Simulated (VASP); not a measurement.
Write the native input for VASP 6.6.1 that does the following.

```yaml
Task: relaxation of cell and atoms
Functional: PBE
Potentials_or_basis: VASP PAW PBE potentials, release 64 (Cd, S)
Cutoff: 600 eV
k_mesh: 15 × 15 × 15
Occupations: fermi-dirac, width 0.08 eV
Spin: no spin polarisation
Target_pressure: 100 GPa
Dipole_correction: no
Further_INCAR_settings: ALGO = Normal; EDIFF = 1e-06; IBRION = 2; EDIFFG = -0.005; NSW = 60; ISIF = 3
```

The structure of CdS (rocksalt type) lies in POSCAR:

```
CdS
1.0
    0.0000000000      2.3426944440      2.3426944440
    2.3426944440      0.0000000000      2.3426944440
    2.3426944440      2.3426944440      0.0000000000
Cd S
1 1
Direct
    0.0000000000      0.0000000000      0.0000000000
    0.5000000000      0.5000000000      0.5000000000
```

One way to write it, as run:

INCAR

```
ALGO = Normal
EDIFF = 1E-6
EDIFFG = -0.005
ENCUT = 600
GGA = PE
IBRION = 2
ISIF = 3
ISMEAR = -1
LASPH = T
LCHARG = F
LREAL = F
LWAVE = F
NELM = 80
NSW = 60
PREC = Accurate
PSTRESS = 1000.0
SIGMA = 0.08
```

KPOINTS

```
k-points
0
Gamma
  15 15 15
```

Potentials or basis: VASP PAW PBE potentials, release 64 (Cd, S).

Command:

```bash
$ cat potpaw_PBE.64/Cd/POTCAR potpaw_PBE.64/S/POTCAR > POTCAR
$ mpirun -np 1 vasp_std > vasp.out
```

Results of the run:

The relaxed volume is 13.09 Å³/atom. The relaxed cell is a = 3.333 Å, b = 3.333 Å, c = 3.333 Å, α = 60.00°, β = 60.00°, γ = 60.00°, the space group after relaxing (to 0.05 Å) is Fm-3m (No. 225) and the energy change on relaxing (the enthalpy is what falls) is -154.3 meV/atom. The ionic steps are 4. The pressure after relaxing is 100.0 GPa and the band gap on the k mesh is zero (band 9 reaches 8.88 eV, above the bottom of band 10 at 8.77 eV).

Caveat: the cell is relaxed towards a set pressure, so the enthalpy falls and the energy may rise.

Wall time 62 s on 1 thread of Intel(R) Xeon(R) 6975P-C (Granite Rapids) (shared host), peak memory 0.2 GiB.
